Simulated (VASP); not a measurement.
Here is a VASP 6.6.1 calculation.

File INCAR:

```
  ALGO = Normal
  EDIFF = 1E-8
  ENCUT = 520
  GGA = PE
  ISIF = 2
  ISMEAR = -1
  LASPH = True
  LCHARG = False
  LEFG = True
  LREAL = False
  LWAVE = False
  NBANDS = 12
  NELM = 80
  PREC = Accurate
  SIGMA = 0.05
```

File KPOINTS:

```
k-points
0
Gamma
  14 14 14
```

POSCAR

```
Ti
1.0
   -1.5917700000      1.5917700000      1.6410000000
    1.5917700000     -1.5917700000      1.6410000000
    1.5917700000      1.5917700000     -1.6410000000
Ti
1
Direct
    0.0000000000      0.0000000000      0.0000000000
```

Potentials or basis: VASP PAW PBE potentials, release 64 (Ti_sv).

The run is started by

```bash
$ cat potpaw_PBE.64/Ti_sv/POTCAR > POTCAR
$ mpirun -np 1 vasp_std > vasp.out
```

Q: Estimate the band gap on the k mesh.

A: Zero (band 6 reaches 9.54 eV, above the bottom of band 7 at 7.89 eV).

Q: Predict the pressure.

A: 3.9 GPa.

Stress tensor (GPa, compression positive):
```
3.72 0.00 0.00
0.00 3.72 0.00
0.00 0.00 4.36
```

Caveat: the cell differs from its parent crystal (x and y stretched by -3 %, z held); without QUAD_EFG the Cq values of the log hold for a quadrupole moment of 1 mb, not for the nuclei.
